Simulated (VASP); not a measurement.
MgS:

```
CELL_PARAMETERS angstrom
4.11375 0.00000 0.00000
-2.05688 3.56261 0.00000
0.00000 0.00000 6.55845
ATOMIC_POSITIONS crystal
S 0.66667 0.33333 0.87924
S 0.33333 0.66667 0.37924
Mg 0.33333 0.66667 0.99575
Mg 0.66667 0.33333 0.49575
```

Base run:

* Program: VASP 6.6.1
* Functional: PBEsol
* Potentials or basis: VASP PAW PBE potentials, release 64 (S, Mg)
* Cutoff: 520 eV
* k mesh: 8 × 8 × 4
* Occupations: fermi-dirac, width 0.05 eV
* Spin: no spin polarisation

Its results: band gap on the k mesh 3.00 eV; pressure -3.3 GPa; largest force 0.051 eV/Å.

**Question.** The run is repeated on the same cell with these changes: functional from PBEsol to LDA; potentials or basis from VASP PAW PBE potentials, release 64 (S, Mg) to VASP PAW LDA potentials, release 64 (S, Mg). What comes out?

**Answer.** Band gap on the k mesh 2.88 eV; pressure -5.1 GPa; largest force 0.058 eV/Å.

Caveats: the cell stands under tension; the PAW data sets were made with another functional, which shifts forces and pressure a little (at least some runs).

